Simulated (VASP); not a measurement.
Write the native input for VASP 6.6.1 that does the following.

```
Task                   : single point
Functional             : PBE
Potentials or basis    : VASP PAW PBE potentials, release 64 (Sr_sv, Ti_sv, O)
Cutoff                 : 520 eV
k mesh                 : 8 × 8 × 8
Occupations            : gaussian, width 0.02 eV
Spin                   : no spin polarisation
Hubbard terms          : Ti d U = 4.0 eV
Dipole correction      : no
Further INCAR settings : ALGO = Normal; EDIFF = 1e-06; NBANDS = 28
```

The structure of SrTiO3 lies in POSCAR:

```
SrTiO3
1.0
    3.9471298222      0.0000000000      0.0000000000
    0.0000000000      3.9471298222      0.0000000000
    0.0000000000      0.0000000000      3.9471298222
Sr Ti O
1 1 3
Direct
    0.0000000000      0.0000000000      0.0000000000
    0.5000000000      0.5000000000      0.5000000000
    0.5000000000      0.0000000000      0.5000000000
    0.5000000000      0.5000000000      0.0000000000
    0.0000000000      0.5000000000      0.5000000000
```

These files were run (other wordings do the same):

INCAR

```
PREC = Accurate
ENCUT = 520
EDIFF = 1E-6
ISMEAR = 0
SIGMA = 0.02
LREAL = False
LASPH = True
NELM = 150
ALGO = Normal
ISIF = 2
LWAVE = False
LCHARG = False
LMAXMIX = 4
LDAU = True
LDAUTYPE = 2
LDAUL = -1 2 -1
LDAUU = 0 4 0
LDAUJ = 0 0 0
LDAUPRINT = 1
GGA = PE
NBANDS = 28
```

KPOINTS

```
Automatic mesh
0
Gamma
  8 8 8
```

Potentials or basis: VASP PAW PBE potentials, release 64 (Sr_sv, Ti_sv, O).

The run is started by

```sh
$ cat potpaw_PBE.64/Sr_sv/POTCAR potpaw_PBE.64/Ti_sv/POTCAR potpaw_PBE.64/O/POTCAR > POTCAR
$ mpirun -np 1 vasp_std > vasp.out
```

It gave:

| Quantity | Value |
| --- | --- |
| Pressure | 2.7 GPa |
| Band gap on the k mesh | 2.31 eV, indirect (least direct gap 2.74 eV) |

Wall time 78 s on 1 thread of Intel(R) Xeon(R) Platinum 8259CL CPU @ 2.50GHz (Skylake/Cascade Lake), on a shared host, peak memory 0.2 GiB.
